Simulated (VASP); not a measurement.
# C (P6_3/mmc) in VASP: settings compared

Aim: see how the results for C move with the level of theory and the settings. Levels: PBE+D3(BJ), PBE. Tasks: single point, relaxation of cell and atoms.

Program: VASP 6.6.1. These are calculated values, not measurements. Logs are shortened: lines on timing, memory, paths and dates and some standing lists are left out, and cuts for length are marked.

## 1. The cell of the first run

Symmetry: P6_3/mmc, No. 194, hexagonal system. The conventional cell has a = 2.503 Å, b = 2.503 Å, c = 4.166 Å, α = 90.00°, β = 90.00°, γ = 120.00°. C (site symmetry 3m) has 4 C at 1.54 to 1.56 Å within 2.0 Å.

## 2. Single point, PBE+D3(BJ)

INCAR reads:

```
PREC = Accurate
ENCUT = 600
EDIFF = 1E-6
ISMEAR = -4
SIGMA = 0.02
LREAL = F
LASPH = T
NELM = 120
ALGO = Normal
ISIF = 2
LWAVE = F
LCHARG = T
GGA = PE
IVDW = 12
LELF = T
LVHAR = T
NBANDS = 16
GGA_COMPAT = F
```

KPOINTS reads:

```
Automatic mesh
0
Gamma
  12 12 6
```

POSCAR reads:

```
C
1.0
    2.5028170722      0.0000000000      0.0000000000
   -1.2514085361      2.1675031655      0.0000000000
    0.0000000000      0.0000000000      4.1660613555
C
4
Direct
    0.3333333333      0.6666666667      0.0627683312
    0.6666666667      0.3333333333      0.5627683312
    0.6666666667      0.3333333333      0.9372316688
    0.3333333333      0.6666666667      0.4372316688
```

Potentials or basis: VASP PAW PBE potentials, release 64 (C).

Command:

```console
> cat potpaw_PBE.64/C/POTCAR > POTCAR
> mpirun -np 1 vasp_std > vasp.out
```

OUTCAR:

```text
PREC = Accurate
   ENCUT = 600
   EDIFF = 1E-6
   ISMEAR = -4
   LREAL = F
   LASPH = T
   NELM = 120
   ISIF = 2
   GGA = PE
   IVDW = 12
 IVDW          = 12

 ion  position               nearest neighbor table
   1  0.333  0.667  0.063-   3 1.54   3 1.54   3 1.54   4 1.56
   2  0.667  0.333  0.563-   4 1.54   4 1.54   4 1.54   3 1.56
   3  0.667  0.333  0.937-   1 1.54   1 1.54   1 1.54   2 1.56
   4  0.333  0.667  0.437-   2 1.54   2 1.54   2 1.54   1 1.56

  LATTYP: Found a hexagonal cell.
 ALAT       =     2.5028170722
 C/A-ratio  =     1.6645488804

  Lattice vectors:

 A1 = (   2.5028170722,   0.0000000000,   0.0000000000)
 A2 = (  -1.2514085361,   2.1675031655,   0.0000000000)
 A3 = (   0.0000000000,   0.0000000000,   4.1660613555)

Analysis of symmetry for initial positions (statically):
=====================================================================
 Subroutine PRICEL returns:
 Original cell was already a primitive cell.

 Routine SETGRP: Setting up the symmetry group for a
 hexagonal supercell.

 Subroutine GETGRP returns: Found 24 space group operations
 (whereof 12 operations were pure point group operations)
 out of a pool of 24 trial point group operations.

The static configuration has the point symmetry D_3d.
 The point group associated with its full space group is D_6h.

Analysis of symmetry for dynamics (positions and initial velocities):
=====================================================================
 Subroutine PRICEL returns:
 Original cell was already a primitive cell.

 Routine SETGRP: Setting up the symmetry group for a
 hexagonal supercell.

 Subroutine GETGRP returns: Found 24 space group operations
 (whereof 12 operations were pure point group operations)
 out of a pool of 24 trial point group operations.

The dynamic configuration has the point symmetry D_3d.
 The point group associated with its full space group is D_6h.

 Subroutine INISYM returns: Found 24 space group operations
 (whereof 12 operations are pure point group operations),
 and found     1 'primitive' translations

----------------------------------------------------------------------------------------

                                     Primitive cell

  volume of cell :      22.6003

  direct lattice vectors                    reciprocal lattice vectors
     2.502817072  0.000000000  0.000000000     0.399549776  0.230680171  0.000000000
[... 95 lines left out ...]
   NSW    =      0    number of steps for IOM
   IBRION =     -1    ionic relax: 0-MD 1-quasi-New 2-CG
   NFREE  =      0    steps in history (QN), initial steepest desc. (CG)
   ISIF   =      2    stress and relaxation
   ISYM   =      2    0-nonsym 1-usesym 2-fastsym
   POTIM  = 0.5000    time-step for ionic-motion
   TEBEG  =    0.0;   TEEND  =   0.0 temperature during run
   PSTRESS=    0.0 pullay stress
   NELECT =      16.0000    total number of electrons
   NUPDOWN=      -1.0000    fix difference up-down
   EMIN   =  10.00;   EMAX   =-10.00  energy-range for DOS
   EFERMI =   0.00;   METHOD = LEGACY
   ISMEAR =    -4;   SIGMA  =   0.02  broadening in eV -4-tet -1-fermi 0-gaus
   EFERMI_NEDOS =   21; number of points for ismear=-14 and -15
   IALGO  =     38    algorithm
   IMIX   =      4    mixing-type and parameters
     AMIX     =   0.40;   BMIX     =  1.00
     AMIX_MAG =   1.60;   BMIX_MAG =  1.00
  volume/ion in A,a.u.               =       5.65        38.13
  Fermi-wavevector in a.u.,A,eV,Ry     =   1.459072  2.757246 28.965313  2.128890
  Thomas-Fermi vector in A             =   2.575682
   LORBIT       =      0    0 simple, 1 ext, 2 COOP (PROOUT), +10 PAW based schemes
   GGA     = PE    functional components
   LHFCALC =     F    Hartree Fock is set to
   AEXX    =    0.0000 exact exchange contribution
   IVDW    =    12    specifies the selected vdW correction
   LEPSILON=     F    determine dielectric tensor
   LRPA    =     F    only Hartree local field effects (RPA)
 non-spin polarized calculation
 Fermi weights with tetrahedron method witout Bloechl corrections
  energy-cutoff  :      600.00
  volume of cell :       22.60
 maximum number of plane-waves:       768
 NGX is ok and might be reduce to    20
   NGX =  9   NGY =  9   NGZ = 17

 number of electron      16.0000000 magnetization

 Free energy of the ion-electron system (eV)
  ---------------------------------------------------
  ext. energy  EPLUGINS =         0.00000000
  ---------------------------------------------------
  free energy    TOTEN  =       -36.27799997 eV

  energy without entropy =      -36.27799997  energy(sigma->0) =      -36.27799997

 E-fermi :  10.0979     XC(G=0): -13.2648

 val. band max:       10.0752504485   @ k =   0.0000   0.0000   0.0000
 cond. band min:      13.3773486490   @ k =   0.3333   0.3333   0.0000
 fundamental gap:      3.3020982005
 Fermi energy:        10.0979295345

 k-point     1 :       0.0000    0.0000    0.0000
  band No.  band energies     occupation
      1     -11.7667      2.00000
      2      -6.1719      2.00000
      3      -3.6587      2.00000
      4       6.9811      2.00000
      5       6.9811      2.00000
      6       9.5886      2.00000
[... 433 lines left out ...]
      3      -1.0969      2.00000
      4       0.5451      2.00000
      5       2.7850      2.00000
      6       4.3722      2.00000
[... 8 lines left out ...]
     15      24.5877      0.00000
     16      27.0920      0.00000

 [... further k-points ...]

------------------------ aborting loop because EDIFF is reached ----------------------------------------

 Edisp (eV)   -0.76841

 E8    (eV) :    -0.2213

  FORCE on cell =-STRESS in cart. coord.  units (eV):
  Direction    XX          YY          ZZ          XY          YZ          ZX
  --------------------------------------------------------------------------------------
  -------------------------------------------------------------------------------------
  Total      -0.11362    -0.11362    -0.13011     0.00000     0.00000     0.00000
  in kB      -8.05446    -8.05446    -9.22382     0.00000     0.00000     0.00000
  external pressure =       -8.44 kB  Pullay stress =        0.00 kB

 VOLUME and BASIS-vectors are now :
 -----------------------------------------------------------------------------
  energy-cutoff  :      600.00
  volume of cell :       22.60
      direct lattice vectors                 reciprocal lattice vectors
     2.502817072  0.000000000  0.000000000     0.399549776  0.230680171  0.000000000
    -1.251408536  2.167503165  0.000000000     0.000000000  0.461360341  0.000000000
     0.000000000  0.000000000  4.166061356     0.000000000  0.000000000  0.240034871

 POSITION                                       TOTAL-FORCE (eV/Angst)
 -----------------------------------------------------------------------------------
     -0.00000      1.44500      0.26150        -0.000000      0.000000      0.003654
      1.25141      0.72250      2.34453         0.000000     -0.000000      0.003654
      1.25141      0.72250      3.90456         0.000000     -0.000000     -0.003654
     -0.00000      1.44500      1.82153        -0.000000      0.000000     -0.003654
 -----------------------------------------------------------------------------------
    total drift:                               -0.000000      0.000000      0.000000

  FREE ENERGIE OF THE ION-ELECTRON SYSTEM (eV)
  ---------------------------------------------------
  free  energy   TOTEN  =       -37.0464062294 eV

  energy  without entropy=      -37.0464062294  energy(sigma->0) =      -37.04640623
```

stdout:

```text
POSCAR found type information on POSCAR C
 POSCAR found :  1 types and       4 ions
 scaLAPACK will be used
 LDA part: xc-table for (Slater+PW92), standard interpolation
 POSCAR, INCAR and KPOINTS ok, starting setup
 FFT: planning ... GRIDC
 FFT: planning ... GRID_SOFT
 FFT: planning ... GRID
 WAVECAR not read
 entering main loop
```

Run time: 26 s. Hardware: 1 thread of AMD EPYC 7R13 (Zen 3), shared host; peak memory 0.14 GiB.

Results:

```
Free energy                : -37.0464 eV
Pressure                   : -0.8 GPa
Largest force              : 0.004 eV/Å
Band gap on the k mesh     : 3.30 eV (least direct gap 4.98 eV)
Dispersion energy per atom : -0.192 eV
```

Forces in eV/Å, atoms in the order of the input:
```
C    0.000  0.000  0.004
C    0.000  0.000  0.004
C    0.000  0.000 -0.004
C    0.000  0.000 -0.004
```

Stress tensor (GPa, compression positive):
```
-0.81  0.00  0.00
 0.00 -0.81  0.00
 0.00  0.00 -0.92
```

Levels at points of the mesh, in eV from the valence-band top:
| k point | band 5 | band 6 | band 7 | band 8 | band 9 | band 10 | band 11 | band 12 |
| --- | --- | --- | --- | --- | --- | --- | --- | --- |
| (0.00, 0.00, 0.00) | -3.09 | -0.49 | 0.00 | 0.00 | 4.98 | 4.98 | 5.36 | 8.18 |
| (0.50, 0.00, 0.00) | -9.29 | -6.49 | -5.97 | -3.15 | 4.50 | 8.10 | 8.31 | 8.41 |
| (0.00, 0.00, 0.50) | -1.86 | -1.86 | -1.86 | -1.86 | 7.27 | 7.27 | 7.27 | 7.27 |
| (0.50, 0.00, 0.50) | -5.12 | -5.12 | -4.84 | -4.84 | 5.91 | 5.91 | 6.53 | 6.53 |

Caveat: three body term missing. A k mesh can miss the band edges.

## 3. Single point, PBE+D3(BJ)

This run uses another cell than the first one, of 5.71 Å³/atom.

INCAR reads:

```
PREC     = Accurate       # precision mode
ENCUT    = 600            # plane-wave cutoff, eV
EDIFF    = 1E-6           # SCF threshold, eV
ISMEAR   = -4             # smearing method
SIGMA    = 0.02           # smearing width, eV
LREAL    = False          # projectors in reciprocal space
LASPH    = True           # aspherical terms in the spheres
NELM     = 120            # most SCF steps
ALGO     = Normal         # electronic algorithm
ISIF     = 2              # what is computed and relaxed
LWAVE    = False          # write WAVECAR
LCHARG   = False          # write CHGCAR
GGA      = PE             # functional
IVDW     = 12             # dispersion correction
NBANDS   = 16             # bands
GGA_COMPAT= False
```

KPOINTS is that of step 2.

POSCAR reads:

```
C
1.0
    2.5114637647      0.0000000000      0.0000000000
   -1.2557318824      2.1749914209      0.0000000000
    0.0000000000      0.0000000000      4.1800402476
C
4
Direct
    0.3333333333      0.6666666667      0.0627248262
    0.6666666667      0.3333333333      0.5627248262
    0.6666666667      0.3333333333      0.9372751738
    0.3333333333      0.6666666667      0.4372751738
```

Potentials or basis: VASP PAW PBE potentials, release 64 (C).

Command:

```console
> cat potpaw_PBE.64/C/POTCAR > POTCAR
> mpirun -np 1 vasp_std > vasp.out
```

OUTCAR:

```text
PREC = Accurate
   ENCUT = 600
   EDIFF = 1E-6
   ISMEAR = -4
   LREAL = False
   LASPH = True
   NELM = 120
   ISIF = 2
   GGA = PE
   IVDW = 12
 IVDW          = 12

 ion  position               nearest neighbor table
   1  0.333  0.667  0.063-   3 1.54   3 1.54   3 1.54   4 1.57
   2  0.667  0.333  0.563-   4 1.54   4 1.54   4 1.54   3 1.57
   3  0.667  0.333  0.937-   1 1.54   1 1.54   1 1.54   2 1.57
   4  0.333  0.667  0.437-   2 1.54   2 1.54   2 1.54   1 1.57

  LATTYP: Found a hexagonal cell.
 ALAT       =     2.5114637647
 C/A-ratio  =     1.6643840562

  Lattice vectors:

 A1 = (   2.5114637647,   0.0000000000,   0.0000000000)
 A2 = (  -1.2557318824,   2.1749914209,   0.0000000000)
 A3 = (   0.0000000000,   0.0000000000,   4.1800402476)

Analysis of symmetry for initial positions (statically):
=====================================================================
 Subroutine PRICEL returns:
 Original cell was already a primitive cell.

 Routine SETGRP: Setting up the symmetry group for a
 hexagonal supercell.

 Subroutine GETGRP returns: Found 24 space group operations
[... 177 lines left out ...]
 cond. band min:      13.2631675425   @ k =   0.3333   0.3333   0.0000
 fundamental gap:      3.3440719621
 Fermi energy:         9.9367620034

 k-point     1 :       0.0000    0.0000    0.0000
  band No.  band energies     occupation
      1     -11.7773      2.00000
      2      -6.2394      2.00000
      3      -3.6897      2.00000
      4       6.8576      2.00000
      5       6.8576      2.00000
      6       9.4495      2.00000
[... 433 lines left out ...]
      3      -1.1832      2.00000
      4       0.4867      2.00000
      5       2.6758      2.00000
      6       4.2755      2.00000
[... 8 lines left out ...]
     15      24.3126      0.00000
     16      26.7854      0.00000

 [... further k-points ...]

------------------------ aborting loop because EDIFF is reached ----------------------------------------

 Edisp (eV)   -0.76057

 E8    (eV) :    -0.2191

  FORCE on cell =-STRESS in cart. coord.  units (eV):
  Direction    XX          YY          ZZ          XY          YZ          ZX
  --------------------------------------------------------------------------------------
  -------------------------------------------------------------------------------------
  Total      -0.74971    -0.74971    -0.75966     0.00000    -0.00000    -0.00000
  in kB     -52.60618   -52.60618   -53.30450     0.00000    -0.00000    -0.00000
  external pressure =      -52.84 kB  Pullay stress =        0.00 kB

 VOLUME and BASIS-vectors are now :
 -----------------------------------------------------------------------------
  energy-cutoff  :      600.00
  volume of cell :       22.83
      direct lattice vectors                 reciprocal lattice vectors
     2.511463765  0.000000000  0.000000000     0.398174170  0.229885964  0.000000000
    -1.255731882  2.174991421  0.000000000     0.000000000  0.459771928  0.000000000
     0.000000000  0.000000000  4.180040248     0.000000000  0.000000000  0.239232146

 POSITION                                       TOTAL-FORCE (eV/Angst)
 -----------------------------------------------------------------------------------
     -0.00000      1.44999      0.26219         0.000000     -0.000000      0.004465
      1.25573      0.72500      2.35221        -0.000000      0.000000      0.004465
      1.25573      0.72500      3.91785        -0.000000      0.000000     -0.004465
     -0.00000      1.44999      1.82783         0.000000     -0.000000     -0.004465
 -----------------------------------------------------------------------------------
    total drift:                               -0.000000      0.000000      0.000000

  FREE ENERGIE OF THE ION-ELECTRON SYSTEM (eV)
  ---------------------------------------------------
  free  energy   TOTEN  =       -37.0429792517 eV

  energy  without entropy=      -37.0429792517  energy(sigma->0) =      -37.04297925
```

stdout:

```text
POSCAR found type information on POSCAR C
 POSCAR found :  1 types and       4 ions
 scaLAPACK will be used
 LDA part: xc-table for (Slater+PW92), standard interpolation
 POSCAR, INCAR and KPOINTS ok, starting setup
 FFT: planning ... GRIDC
 FFT: planning ... GRID_SOFT
 FFT: planning ... GRID
 WAVECAR not read
 entering main loop
```

It took 23 s on 1 thread of AMD EPYC 7R13 (Zen 3), shared host; peak memory 0.14 GiB.

Results:

```
Free energy                : -37.0430 eV
Pressure                   : -5.3 GPa
Largest force              : 0.004 eV/Å
Band gap on the k mesh     : 3.34 eV (least direct gap 4.96 eV)
Dispersion energy per atom : -0.190 eV
```

Forces in eV/Å, atoms in the order of the input:
```
C    0.000  0.000  0.004
C    0.000  0.000  0.004
C    0.000  0.000 -0.004
C    0.000  0.000 -0.004
```

Levels at points of the mesh, in eV from the valence-band top:
```tsv
k point	band 5	band 6	band 7	band 8	band 9	band 10	band 11	band 12
(0.00, 0.00, 0.00)	-3.06	-0.47	0.00	0.00	4.96	4.96	5.33	8.05
(0.50, 0.00, 0.00)	-9.20	-6.42	-5.90	-3.12	4.48	8.09	8.28	8.36
(0.00, 0.00, 0.50)	-1.83	-1.83	-1.83	-1.83	7.23	7.23	7.23	7.23
(0.50, 0.00, 0.50)	-5.06	-5.06	-4.79	-4.79	5.88	5.88	6.49	6.49
```

Caveat: three body term missing; the cell stands under tension. A k mesh can miss the band edges.

## 4. Single point, PBE

This run uses another cell than the first one, of 5.71 Å³/atom.

INCAR reads:

```
PREC = Accurate ; ENCUT = 520
EDIFF = 1E-7 ; ISMEAR = 0
SIGMA = 0.02 ; LREAL = F
LASPH = T ; NELM = 60
ALGO = Normal ; ISIF = 2
LWAVE = F ; LCHARG = T
GGA = PE ; LELF = T
LVHAR = T ; NBANDS = 16
```

KPOINTS is that of step 3.

POSCAR reads:

```
C
1.0
    2.5114744450      0.0000000000      0.0000000000
   -1.2557372225      2.1750006703      0.0000000000
    0.0000000000      0.0000000000      4.1803943913
C
4
Direct
    0.3333333333      0.6666666667      0.0627334482
    0.6666666667      0.3333333333      0.5627334482
    0.6666666667      0.3333333333      0.9372665518
    0.3333333333      0.6666666667      0.4372665518
```

Command:

```console
> cat potpaw_PBE.64/C/POTCAR > POTCAR
> mpirun -np 1 vasp_std > vasp.out
```

It took 28 s on 1 thread of Intel Xeon Platinum 8488C (Sapphire Rapids), shared host; peak memory 0.14 GiB.

The run converged. Its results:

```yaml
Free_energy: -36.2731 eV
Pressure: 0.7 GPa
Largest_force: 0.003 eV/Å
Band_gap_on_the_k_mesh: 3.34 eV (least direct gap 4.96 eV)
```

Forces on the atoms (eV/Å):
```
C    0.000  0.000  0.003
C    0.000  0.000  0.003
C    0.000  0.000 -0.003
C    0.000  0.000 -0.003
```

Stress tensor (GPa, compression positive):
```
0.73 0.00 0.00
0.00 0.73 0.00
0.00 0.00 0.55
```

Levels at points of the mesh, in eV from the valence-band top:
| k point | band 4 | band 5 | band 6 | band 7 | band 8 | band 9 | band 10 | band 11 | band 12 | band 13 |
| --- | --- | --- | --- | --- | --- | --- | --- | --- | --- | --- |
| (0.00, 0.00, 0.00) | -3.06 | -3.06 | -0.47 | 0.00 | 0.00 | 4.96 | 4.96 | 5.33 | 8.06 | 9.49 |
| (0.50, 0.00, 0.00) | -9.97 | -9.20 | -6.42 | -5.90 | -3.12 | 4.48 | 8.08 | 8.28 | 8.36 | 10.85 |
| (0.00, 0.00, 0.50) | -7.00 | -1.83 | -1.83 | -1.83 | -1.83 | 7.23 | 7.23 | 7.23 | 7.23 | 7.61 |
| (0.50, 0.00, 0.50) | -12.93 | -5.06 | -5.06 | -4.79 | -4.79 | 5.87 | 5.87 | 6.49 | 6.49 | 12.44 |

A k mesh can miss the band edges.

(Part 1 of 2 ends here.)
